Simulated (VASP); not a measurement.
# Ta2Si4B (P4/mmm) in VASP: a series of runs

Ta2Si4B is run at these levels: PBE; tasks: single point, relaxation of cell and atoms.

All numbers are computed with VASP 6.6.1; they aren't measurements. Logs are shortened: lines on timing, memory, paths and dates and some standing lists are left out, and cuts for length are marked.

## (1) The cell of the first run

The structure is tetragonal, space group P4/mmm (No. 123). Conventional cell: a = 5.499 Å, b = 5.499 Å, c = 3.663 Å, α = 90.00°, β = 90.00°, γ = 90.00°. Within 3.5 Å of Ta (site symmetry mmm) lie 8 Si at 2.67 Å and 4 B at 3.30 Å. Si (site symmetry m2m) has 1 B at 2.04 Å and 2 Si at 2.61 Å and 4 Ta at 2.67 Å within 2.7 Å. B (site symmetry 4/mmm) has 4 Si at 2.04 Å within 2.7 Å.

## (2) Single point, PBE

INCAR reads:

```
PREC = Accurate
ENCUT = 520
EDIFF = 1E-6
ISMEAR = 0
SIGMA = 0.1
LREAL = F
LASPH = T
NELM = 60
ALGO = Normal
ISIF = 2
LWAVE = F
LCHARG = F
GGA = PE
NBANDS = 30
```

KPOINTS reads:

```
regular mesh
0
Gamma
  4 4 6
```

POSCAR reads:

```
Ta2Si4B
1.0
    5.4987968929      0.0000000000      0.0000000000
    0.0000000000      5.4987968929      0.0000000000
    0.0000000000      0.0000000000      3.6630232756
Ta Si B
2 4 1
Direct
    0.5000000000      0.0000000000      0.5000000000
    0.0000000000      0.5000000000      0.5000000000
    0.2625855652      0.2625855652      0.0000000000
    0.7374144348      0.2625855652      0.0000000000
    0.7374144348      0.7374144348      0.0000000000
    0.2625855652      0.7374144348      0.0000000000
    0.0000000000      0.0000000000      0.0000000000
```

Potentials or basis: VASP PAW PBE potentials, release 64 (Ta_pv, Si, B).

On the command line:

```console
$ cat potpaw_PBE.64/Ta_pv/POTCAR potpaw_PBE.64/Si/POTCAR potpaw_PBE.64/B/POTCAR > POTCAR
$ mpirun -np 1 vasp_std > vasp.out
```

OUTCAR:

```text
PREC = Accurate
   ENCUT = 520
   EDIFF = 1E-6
   ISMEAR = 0
   LREAL = F
   LASPH = T
   NELM = 60
   ISIF = 2
   GGA = PE

 ion  position               nearest neighbor table
   1  0.500  0.000  0.500-   3 2.67   4 2.67   5 2.67   6 2.67   3 2.67   4 2.67   5 2.67   6 2.67

   2  0.000  0.500  0.500-   3 2.67   4 2.67   5 2.67   6 2.67   3 2.67   4 2.67   5 2.67   6 2.67

   3  0.263  0.263  0.000-   7 2.04   6 2.61   4 2.61   2 2.67   1 2.67   1 2.67   2 2.67   6 2.89
                             4 2.89
   4  0.737  0.263  0.000-   7 2.04   5 2.61   3 2.61   2 2.67   1 2.67   1 2.67   2 2.67   3 2.89
                             5 2.89
   5  0.737  0.737  0.000-   7 2.04   6 2.61   4 2.61   2 2.67   1 2.67   1 2.67   2 2.67   4 2.89
                             6 2.89
   6  0.263  0.737  0.000-   7 2.04   5 2.61   3 2.61   2 2.67   1 2.67   1 2.67   2 2.67   3 2.89
                             5 2.89
   7  0.000  0.000  0.000-   3 2.04   4 2.04   5 2.04   6 2.04

  LATTYP: Found a simple tetragonal cell.
 ALAT       =     5.4987968929
 C/A-ratio  =     0.6661499501

  Lattice vectors:

 A1 = (   5.4987968929,   0.0000000000,   0.0000000000)
 A2 = (   0.0000000000,   5.4987968929,   0.0000000000)
 A3 = (   0.0000000000,   0.0000000000,   3.6630232756)

Analysis of symmetry for initial positions (statically):
=====================================================================
 Subroutine PRICEL returns:
 Original cell was already a primitive cell.

 Routine SETGRP: Setting up the symmetry group for a
 simple tetragonal supercell.

 Subroutine GETGRP returns: Found 16 space group operations
 (whereof 16 operations were pure point group operations)
 out of a pool of 16 trial point group operations.

The static configuration has the point symmetry D_4h.

Analysis of symmetry for dynamics (positions and initial velocities):
=====================================================================
 Subroutine PRICEL returns:
 Original cell was already a primitive cell.

 Routine SETGRP: Setting up the symmetry group for a
 simple tetragonal supercell.

 Subroutine GETGRP returns: Found 16 space group operations
 (whereof 16 operations were pure point group operations)
 out of a pool of 16 trial point group operations.

The dynamic configuration has the point symmetry D_4h.

 Subroutine INISYM returns: Found 16 space group operations
[... 108 lines left out ...]
   EDIFFG = 0.1E-04   stopping-criterion for IOM
   NSW    =      0    number of steps for IOM
   IBRION =     -1    ionic relax: 0-MD 1-quasi-New 2-CG
   NFREE  =      0    steps in history (QN), initial steepest desc. (CG)
   ISIF   =      2    stress and relaxation
   ISYM   =      2    0-nonsym 1-usesym 2-fastsym
   POTIM  = 0.5000    time-step for ionic-motion
   TEBEG  =    0.0;   TEEND  =   0.0 temperature during run
   PSTRESS=    0.0 pullay stress
   NELECT =      41.0000    total number of electrons
   NUPDOWN=      -1.0000    fix difference up-down
   EMIN   =  10.00;   EMAX   =-10.00  energy-range for DOS
   EFERMI =   0.00;   METHOD = LEGACY
   ISMEAR =     0;   SIGMA  =   0.10  broadening in eV -4-tet -1-fermi 0-gaus
   EFERMI_NEDOS =   21; number of points for ismear=-14 and -15
   IALGO  =     38    algorithm
   IMIX   =      4    mixing-type and parameters
     AMIX     =   0.40;   BMIX     =  1.00
     AMIX_MAG =   1.60;   BMIX_MAG =  1.00
  volume/ion in A,a.u.               =      15.82       106.78
  Fermi-wavevector in a.u.,A,eV,Ry     =   1.175469  2.221314 18.799536  1.381727
  Thomas-Fermi vector in A             =   2.311849
   LORBIT       =      0    0 simple, 1 ext, 2 COOP (PROOUT), +10 PAW based schemes
   GGA     = PE    functional components
   LHFCALC =     F    Hartree Fock is set to
   AEXX    =    0.0000 exact exchange contribution
   IVDW    =     0    specifies the selected vdW correction
   LEPSILON=     F    determine dielectric tensor
   LRPA    =     F    only Hartree local field effects (RPA)
 non-spin polarized calculation
 Gauss-broadening in eV      SIGMA  =   0.10
  energy-cutoff  :      520.00
  volume of cell :      110.76
 maximum number of plane-waves:      3008
 NGX is ok and might be reduce to    42
   NGX = 21   NGY = 21   NGZ = 13

 number of electron      40.9999999 magnetization

 Free energy of the ion-electron system (eV)
  ---------------------------------------------------
  ext. energy  EPLUGINS =         0.00000000
  ---------------------------------------------------
  free energy    TOTEN  =       -48.61343454 eV

  energy without entropy =      -48.59830328  energy(sigma->0) =      -48.60586891

 E-fermi :   7.4644     XC(G=0): -11.1637

 val. band max:        7.4382211819   @ k =   0.0000   0.0000   0.1667
 cond. band min:       7.4644151590   @ k =   0.5000   0.5000   0.5000
 fundamental gap:      0.0261939771
 Fermi energy:         7.4643924071

 k-point     1 :       0.0000    0.0000    0.0000
  band No.  band energies     occupation
      1     -27.5919      2.00000
      2     -27.5919      2.00000
      3     -27.5436      2.00000
      4     -27.5436      2.00000
      5     -27.4916      2.00000
      6     -27.4851      2.00000
[... 781 lines left out ...]
     29      10.4114      0.00000
     30      11.4092      0.00000

------------------------ aborting loop because EDIFF is reached ----------------------------------------

  FORCE on cell =-STRESS in cart. coord.  units (eV):
  Direction    XX          YY          ZZ          XY          YZ          ZX
  --------------------------------------------------------------------------------------
  -------------------------------------------------------------------------------------
  Total       -0.1347069     -0.1347069      0.0031521      0.0000000     -0.0000000      0.0000000
  in kB       -1.9486127     -1.9486127      0.0455973      0.0000000     -0.0000000      0.0000000
  external PRESSURE =      -1.2838760 kB  Pullay stress =       0.0000000 kB

 VOLUME and BASIS-vectors are now :
 -----------------------------------------------------------------------------
  energy-cutoff  :      520.00
  volume of cell :      110.76
      direct lattice vectors                 reciprocal lattice vectors
     5.498796893  0.000000000  0.000000000     0.181857963  0.000000000  0.000000000
     0.000000000  5.498796893  0.000000000     0.000000000  0.181857963  0.000000000
     0.000000000  0.000000000  3.663023276     0.000000000  0.000000000  0.272998538

 POSITION                                       TOTAL-FORCE (eV/Angst)
 -----------------------------------------------------------------------------------
      2.74940      0.00000      1.83151         0.000000      0.000000      0.000000
      0.00000      2.74940      1.83151         0.000000      0.000000      0.000000
      1.44390      1.44390      0.00000         0.038650      0.038650      0.000000
      4.05489      1.44390      0.00000        -0.038650      0.038650      0.000000
      4.05489      4.05489      0.00000        -0.038650     -0.038650      0.000000
      1.44390      4.05489      0.00000         0.038650     -0.038650     -0.000000
      0.00000      0.00000      0.00000         0.000000      0.000000      0.000000
 -----------------------------------------------------------------------------------
    total drift:                               -0.000000     -0.000000      0.000000

  FREE ENERGIE OF THE ION-ELECTRON SYSTEM (eV)
  ---------------------------------------------------
  free  energy   TOTEN  =       -48.6134345372 eV

  energy  without entropy=      -48.5983032802  energy(sigma->0) =      -48.60586891
```

OSZICAR:

```text
N       E                     dE             d eps       ncg     rms          rms(c)
DAV:   1     0.243689736487E+03    0.24369E+03   -0.19974E+04  1440   0.126E+03
DAV:   2    -0.399265266044E+02   -0.28362E+03   -0.27449E+03  1640   0.310E+02
DAV:   3    -0.523197145127E+02   -0.12393E+02   -0.11965E+02  1906   0.551E+01
DAV:   4    -0.525614462536E+02   -0.24173E+00   -0.24039E+00  1758   0.733E+00
DAV:   5    -0.525655035409E+02   -0.40573E-02   -0.40553E-02  1840   0.101E+00    0.210E+01
DAV:   6    -0.488440151105E+02    0.37215E+01   -0.19184E+01  1712   0.200E+01    0.861E+00
DAV:   7    -0.486570512105E+02    0.18696E+00   -0.20354E+00  1634   0.626E+00    0.541E+00
DAV:   8    -0.486181794894E+02    0.38872E-01   -0.20002E-01  1800   0.214E+00    0.651E-01
DAV:   9    -0.486133532342E+02    0.48263E-02   -0.27110E-02  1772   0.722E-01    0.347E-01
DAV:  10    -0.486134016966E+02   -0.48462E-04   -0.32332E-03  1702   0.248E-01    0.159E-01
DAV:  11    -0.486134422979E+02   -0.40601E-04   -0.18059E-04  1826   0.654E-02    0.397E-02
DAV:  12    -0.486134349107E+02    0.73872E-05   -0.57930E-05  1704   0.308E-02    0.634E-03
DAV:  13    -0.486134345372E+02    0.37349E-06   -0.37799E-06  1714   0.812E-03
   1 F= -.48613435E+02 E0= -.48605869E+02  d E =-.151313E-01
```

stdout:

```text
POSCAR found type information on POSCAR TaSiB
 POSCAR found :  3 types and       7 ions
 scaLAPACK will be used
 LDA part: xc-table for (Slater+PW92), standard interpolation
 POSCAR, INCAR and KPOINTS ok, starting setup
 FFT: planning ... GRIDC
 FFT: planning ... GRID_SOFT
 FFT: planning ... GRID
 WAVECAR not read
 entering main loop
```

Wall time 2.3 min (1 thread of Intel Xeon Platinum 8259CL at 2.50GHz (Skylake/Cascade Lake), shared host); peak memory 0.25 GiB.

What came out:

```
Free energy   : -48.6134 eV
Pressure      : -0.1 GPa
Largest force : 0.055 eV/Å
```

Forces on the atoms (eV/Å):
```
Ta   0.000  0.000  0.000
Ta   0.000  0.000  0.000
Si   0.039  0.039  0.000
Si  -0.039  0.039  0.000
Si  -0.039 -0.039  0.000
Si   0.039 -0.039  0.000
B    0.000  0.000  0.000
```

Levels at points of the mesh, in eV from the Fermi level:
```tsv
k point	band 18	band 19	band 20	band 21	band 22	band 23	band 24	band 25
(0.00, 0.00, 0.00)	-2.04	-0.50	-0.32	-0.32	0.37	0.75	1.36	1.52
(0.50, 0.00, 0.00)	-1.57	-1.53	-1.06	-0.53	-0.34	1.23	1.70	1.72
(0.50, 0.50, 0.00)	-1.35	-0.54	-0.24	0.02	0.07	0.78	0.78	0.79
(0.00, 0.00, 0.50)	-2.33	-2.33	0.02	0.61	0.61	0.65	1.14	1.23
(0.50, 0.00, 0.50)	-2.95	-1.48	-0.66	0.69	1.05	1.54	1.58	1.81
(0.50, 0.50, 0.50)	-2.62	-2.05	-0.14	-0.14	0.00	0.68	0.68	1.45
```

Caveat: spin-orbit coupling is left out, which moves the levels of the heavy elements.

## (3) Relaxation of cell and atoms, PBE

This run uses another cell than the first one, of 16.29 Å³/atom, 1.030 times its volume.

INCAR reads:

```
PREC = Accurate
ENCUT = 600
EDIFF = 1E-7
ISMEAR = 0
SIGMA = 0.1
LREAL = F
LASPH = T
NELM = 60
ALGO = Normal
ISIF = 3
LWAVE = F
LCHARG = F
GGA = PE
IBRION = 2
NSW = 90
EDIFFG = -0.04
```

KPOINTS is that of step 2.

POSCAR reads:

```
Ta2Si4B
1.0
    5.8096876407      0.0000000000      0.0000000000
    0.0000000000      5.8096876407      0.0000000000
    0.0000000000      0.0000000000      3.3788559919
Ta Si B
2 4 1
Direct
    0.5000000000      0.0000000000      0.5000000000
    0.0000000000      0.5000000000      0.5000000000
    0.2332300000      0.2332300000      0.0000000000
    0.7667700000      0.2332300000      0.0000000000
    0.7667700000      0.7667700000      0.0000000000
    0.2332300000      0.7667700000      0.0000000000
    0.0000000000      0.0000000000      0.0000000000
```

Potentials or basis: VASP PAW PBE potentials, release 64 (Ta_pv, Si, B).

On the command line:

```console
$ cat potpaw_PBE.64/Ta_pv/POTCAR potpaw_PBE.64/Si/POTCAR potpaw_PBE.64/B/POTCAR > POTCAR
$ mpirun -np 1 vasp_std > vasp.out
```

It took 13 min on 1 thread of Intel Xeon Platinum 8259CL at 2.50GHz (Skylake/Cascade Lake), shared host; peak memory 0.3 GiB.

It converged, with:

| Item | Value |
| --- | --- |
| Free energy | -48.3599 eV |
| Relaxed volume | 16.71 Å³/atom |
| Relaxed cell | a = 5.902 Å, b = 5.902 Å, c = 3.359 Å, α = 90.00°, β = 90.00°, γ = 90.00° |
| Space group after relaxing (to 0.05 Å) | P4/mmm (No. 123) |
| Energy gained by relaxing | 24.6 meV/atom |
| Ionic steps | 7 |
| Pressure after relaxing | -0.2 GPa |
| Largest force after relaxing | 0.011 eV/Å |

Forces on the atoms (eV/Å):
```
Ta   0.000  0.000  0.000
Ta   0.000  0.000  0.000
Si   0.008  0.008  0.000
Si  -0.008  0.008  0.000
Si  -0.008 -0.008  0.000
Si   0.008 -0.008  0.000
B    0.000  0.000  0.000
```

Stress tensor (GPa, compression positive):
```
-0.33  0.00  0.00
 0.00 -0.33  0.00
 0.00  0.00  0.19
```

The path:
```csv
step,energy change (eV),largest force (eV/Å),pressure (GPa),volume (Å³)
1,0.0000,1.0482,5.55,114.04
2,-0.0361,0.2677,-6.26,123.61
3,-0.1456,0.2687,-1.26,118.99
4,-0.1682,0.1236,-0.38,117.60
5,-0.1715,0.0525,0.13,116.86
6,-0.1715,0.0486,0.16,116.82
7,-0.1723,0.0113,-0.16,116.99
```

Final structure:
```cif
data_structure
_symmetry_space_group_name_H-M 'P 1'
_symmetry_Int_Tables_number 1
_cell_length_a 5.9018
_cell_length_b 5.9018
_cell_length_c 3.3589
_cell_angle_alpha 90.000
_cell_angle_beta 90.000
_cell_angle_gamma 90.000
_cell_volume 116.99
loop_
_atom_site_label
_atom_site_type_symbol
_atom_site_fract_x
_atom_site_fract_y
_atom_site_fract_z
_atom_site_occupancy
Ta1 Ta 0.50000 0.00000 0.50000 1
Ta2 Ta 0.00000 0.50000 0.50000 1
Si1 Si 0.23984 0.23984 0.00000 1
Si2 Si 0.76016 0.23984 0.00000 1
Si3 Si 0.76016 0.76016 0.00000 1
Si4 Si 0.23984 0.76016 0.00000 1
B1 B 0.00000 0.00000 0.00000 1
```

Levels at points of the mesh, in eV from the Fermi level:
```tsv
k point	band 19	band 20	band 21	band 22	band 23	band 24
(0.00, 0.00, 0.00)	-0.31	-0.19	-0.14	0.48	0.48	0.50
(0.50, 0.00, 0.00)	-0.67	-0.52	-0.26	-0.17	0.55	1.63
(0.50, 0.50, 0.00)	-0.50	-0.01	-0.01	0.42	0.55	0.73
(0.00, 0.00, 0.50)	-2.33	-0.25	-0.25	-0.17	0.68	1.07
(0.50, 0.00, 0.50)	-1.11	-0.41	-0.20	0.44	0.65	1.64
(0.50, 0.50, 0.50)	-2.06	-0.04	-0.04	0.42	0.42	1.08
```

Caveat: spin-orbit coupling is left out, which moves the levels of the heavy elements.
